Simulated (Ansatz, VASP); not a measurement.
Two plane-wave programs on HC4

```
C H
1.0
     4.93140    0.00000    0.00000
    -2.46570    4.27072    0.00000
     0.00000    0.00000   18.00000
C H
8 2
Direct
  0.16667 0.33333 0.22222
  0.16667 0.83333 0.22222
  0.66667 0.33333 0.22222
  0.66667 0.83333 0.22222
  0.33333 0.16667 0.22222
  0.33333 0.66667 0.22222
  0.83333 0.16667 0.22222
  0.83333 0.66667 0.22222
  0.17396 0.17396 0.36667
  0.32604 0.32604 0.36667
```

Alike in both runs: task single point; functional PBE; dispersion D3(BJ); k mesh 6 × 6 × 1; occupations gaussian, width 0.1 eV; no spin polarisation.

|  | VASP | Ansatz |
| --- | --- | --- |
| version | VASP 6.6.1 | Ansatz 0.2.0 |
| potentials or method | VASP PAW PBE potentials, release 64 (C, H), cutoff 520 eV | scalar-relativistic, plane waves, PAW |
| valence electrons in the cell | 34 | 34 |

```tsv
	VASP	Ansatz	Ansatz less VASP
gap on the k mesh at the Fermi level (eV)	0.01	0.01	0.000
least direct gap on the mesh (eV)	0.01	0.01	0.000
rms of the force components (eV/Å)	0.067	0.067	-0.0006
```

Atom by atom the forces differ by 0.007 eV/Å (rms over components). Ansatz's warnings: structure snapped to symmetry.
